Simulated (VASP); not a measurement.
A run of VASP 6.6.1 is set up as follows.

POSCAR

```
WSe2
1.0
    3.3144237934      0.0000000000      0.0000000000
   -1.6572118967      2.8703752040      0.0000000000
    0.0000000000      0.0000000000     16.1580449581
W Se
1 2
Direct
    0.0000000000      0.0000000000      0.0000000000
    0.3333333333      0.6666666667      0.1027914963
    0.3333333333      0.6666666667      0.8972085037
```

INCAR.step1

```
SYSTEM = WSe2
ALGO = Normal
EDIFF = 1E-4
ENCUT = 520
GGA = PE
ISMEAR = 0
LASPH = .TRUE.
LCHARG = .FALSE.
LREAL = .FALSE.
LWAVE = .TRUE.
NBANDS = 20
NELM = 60
PREC = Accurate
SIGMA = 0.02
```

File INCAR.step2:

```
SYSTEM = WSe2
ALGO = Normal
EDIFF = 1E-6
ENCUT = 520
ISIF = 2
ISMEAR = 0
ISTART = 1
LASPH = .TRUE.
LCHARG = .FALSE.
LMIXTAU = .TRUE.
LREAL = .FALSE.
LWAVE = .FALSE.
METAGGA = R2SCAN
NBANDS = 20
NELM = 60
PREC = Accurate
SIGMA = 0.02
```

KPOINTS

```
k-points
0
G
  9 9 2
  0 0 0
```

Potentials or basis: VASP PAW PBE potentials, release 64 (W_sv, Se).

The run is started by

```console
$ cat potpaw_PBE.64/W_sv/POTCAR potpaw_PBE.64/Se/POTCAR > POTCAR
$ cp INCAR.step1 INCAR
$ mpirun -np 1 vasp_std > vasp.out
$ cp INCAR.step2 INCAR
$ mpirun -np 1 vasp_std > vasp.out
```

(1) What does it give for the largest force?

(2) What does it give for the band gap on the k mesh?

## Answers

(1) 0.046 eV/Å.

(2) 1.64 eV, direct.

Caveat: the PAW data sets were made with another functional, which shifts forces and pressure a little; spin-orbit coupling is left out, which moves the levels of the heavy elements.
